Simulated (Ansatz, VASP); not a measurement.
## Two plane-wave programs on Ge

```
CELL_PARAMETERS angstrom
3.99697 0.00000 0.00000
-1.99848 3.46148 0.00000
0.00000 0.00000 22.42634
ATOMIC_POSITIONS crystal
Ge 0.33333 0.66667 0.33443
Ge 0.66667 0.33333 0.37144
Ge 0.66667 0.33333 0.48150
Ge 0.33333 0.66667 0.51850
Ge 0.33333 0.66667 0.62856
Ge 0.66667 0.33333 0.66557
```

Alike in both runs: task single point; functional PBEsol; k mesh 9 × 9 × 1; occupations gaussian, width 0.5 eV; no spin polarisation.

|  | VASP | Ansatz |
| --- | --- | --- |
| version | VASP 6.6.1 | Ansatz 0.2.0 |
| potentials or method | VASP PAW PBE potentials, release 64 (Ge_d), cutoff 520 eV | scalar-relativistic, plane waves, PAW |
| valence electrons in the cell | 84 | 84 |

VASP gave:

* gap on the k mesh at the Fermi level (eV): none
* rms of the force components (eV/Å): 0.084

Problem. Estimate Ansatz's values.

Solution. gap on the k mesh at the Fermi level (eV): none; rms of the force components (eV/Å): 0.081.

VASP's potentials were made for PBE, not for PBEsol. Atom by atom the forces differ by 0.003 eV/Å (rms over components). A gap of «none» marks a metal or a gap that the smearing closes.
